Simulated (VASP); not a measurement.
## BaZrO3: single point with LDA

BaZrO3:

```xyz
5
Lattice="3.6912 0.0000 0.0000 0.0000 4.0334 0.0000 0.0000 0.0000 4.1475" Properties=species:S:1:pos:R:3 pbc="T T T"
Ba    1.8456    2.0167    2.0737
Zr    0.0000    0.0000    0.0000
O     1.8456    0.0000    0.0000
O     0.0000    2.0167    0.0000
O     0.0000    0.0000    2.0737
```

This cell differs from its parent crystal: normal strain along x -0.1100, normal strain along y -0.0275.

* Program: VASP 6.6.1
* Task: single point
* Functional: LDA
* Potentials or basis: VASP PAW LDA potentials, release 64 (Ba_sv, Zr_sv, O)
* Cutoff: 520 eV
* k mesh: 6 × 6 × 6
* Occupations: gaussian, width 0.05 eV
* Spin: no spin polarisation
* Dipole correction: no
* Further INCAR settings: ALGO = Normal; EDIFF = 1e-06; NBANDS = 28

```json
{
  "Pressure": "42.0 GPa",
  "Band gap on the k mesh": "2.16 eV"
}
```

Stress tensor (GPa, compression positive):
```
78.60  0.00  0.00
 0.00 29.13  0.00
 0.00  0.00 18.36
```

Levels at points of the mesh, in eV from the valence-band top:
```
           k point  band 16  band 17  band 18  band 19  band 20  band 21  band 22  band 23  band 24  band 25
(0.00, 0.00, 0.00)    -1.70    -1.49    -0.97    -0.83     0.00     2.16     2.74     2.87     3.34     4.48
(0.50, 0.00, 0.00)    -3.13    -3.12    -2.76    -1.13    -0.97     3.09     6.70     7.16     7.17     7.19
(0.00, 0.50, 0.00)    -2.56    -2.54    -2.52    -1.16    -0.04     3.28     5.63     5.68     5.82     6.78
(0.50, 0.50, 0.00)    -3.98    -1.39    -1.33    -1.31    -0.89     5.68     6.59     6.77     7.29     8.90
(0.00, 0.00, 0.50)    -2.54    -2.25    -2.22    -0.99    -0.04     3.33     5.31     5.33     5.44     6.61
(0.50, 0.00, 0.50)    -3.76    -1.57    -1.55    -1.17    -1.06     5.38     6.56     6.84     7.05     8.67
(0.00, 0.50, 0.50)    -3.29    -2.26    -2.25    -1.20    -0.10     5.45     5.57     5.80     6.63     7.57
(0.50, 0.50, 0.50)    -3.84    -2.70    -0.98    -0.71    -0.69     5.28     5.73     6.07     7.13     8.25
```

Wall time 120 s on 1 thread of Intel(R) Xeon(R) Platinum 8375C CPU @ 2.90GHz (Ice Lake), with other jobs on the host, peak memory 0.23 GiB.

Caveat: the cell differs from its parent crystal (normal strain along x -0.1100, normal strain along y -0.0275); the cell stands under pressure; spin-orbit coupling is left out, which moves the levels of the heavy elements. A k mesh can miss the band edges.
